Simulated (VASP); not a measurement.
Write the native input for VASP 6.6.1 that does the following.

| Quantity | Value |
| --- | --- |
| Task | single point |
| Functional | r2SCAN |
| Potentials or basis | VASP PAW PBE potentials, release 64 (Au) |
| Cutoff | 520 eV |
| k mesh | 24 × 24 × 12 |
| Occupations | gaussian, width 0.15 eV |
| Spin | no spin polarisation |
| Dipole correction | no |
| Further INCAR settings | ALGO = Normal; EDIFF = 1e-07; NBANDS = 18 |

Crystal: Au.

```
Au
1.0
     2.96255    0.00000    0.00000
    -1.48127    2.56564    0.00000
     0.00000    0.00000    4.86472
Au
2
Direct
  0.33333 0.66667 0.75000
  0.66667 0.33333 0.25000
```

This cell differs from its parent crystal: strain +0.025 along x and y, +0.000 along z.

One way to write it, as run:

POSCAR

```
Au
1.0
    2.9625498877      0.0000000000      0.0000000000
   -1.4812749439      2.5656434627      0.0000000000
    0.0000000000      0.0000000000      4.8647156952
Au
2
Direct
    0.3333333333      0.6666666667      0.7500000000
    0.6666666667      0.3333333333      0.2500000000
```

INCAR.step1

```
SYSTEM = Au
ALGO = Normal
EDIFF = 1E-4
ENCUT = 520
GGA = PE
ISMEAR = 0
LASPH = .True.
LCHARG = .False.
LREAL = .False.
LWAVE = .True.
NBANDS = 18
NELM = 100
PREC = Accurate
SIGMA = 0.15
```

INCAR.step2

```
SYSTEM = Au
ALGO = Normal
EDIFF = 1E-7
ENCUT = 520
ISIF = 2
ISMEAR = 0
ISTART = 1
LASPH = .True.
LCHARG = .True.
LELF = .True.
LMIXTAU = .True.
LREAL = .False.
LVHAR = .True.
LWAVE = .False.
METAGGA = R2SCAN
NBANDS = 18
NELM = 100
PREC = Accurate
SIGMA = 0.15
```

KPOINTS

```
k-points
0
Gamma
  24 24 12
  0 0 0
```

Potentials or basis: VASP PAW PBE potentials, release 64 (Au).

Command:

```sh
$ cat potpaw_PBE.64/Au/POTCAR > POTCAR
$ cp INCAR.step1 INCAR
$ mpirun -np 1 vasp_std > vasp.out
$ cp INCAR.step2 INCAR
$ mpirun -np 1 vasp_std > vasp.out
```

It gave:

* Pressure: -6.4 GPa
* Band gap on the k mesh: zero (band 11 reaches 12.03 eV, above the bottom of band 12 at 5.30 eV)

Caveat: the cell differs from its parent crystal (strain +0.025 along x and y, +0.000 along z); the PAW data sets were made with another functional, which shifts forces and pressure a little; spin-orbit coupling is left out, which moves the levels of the heavy elements.

Wall time 13 min on 1 thread of Intel(R) Xeon(R) Platinum 8259CL CPU @ 2.50GHz (Skylake/Cascade Lake), with other jobs on the host, peak memory 0.35 GiB.
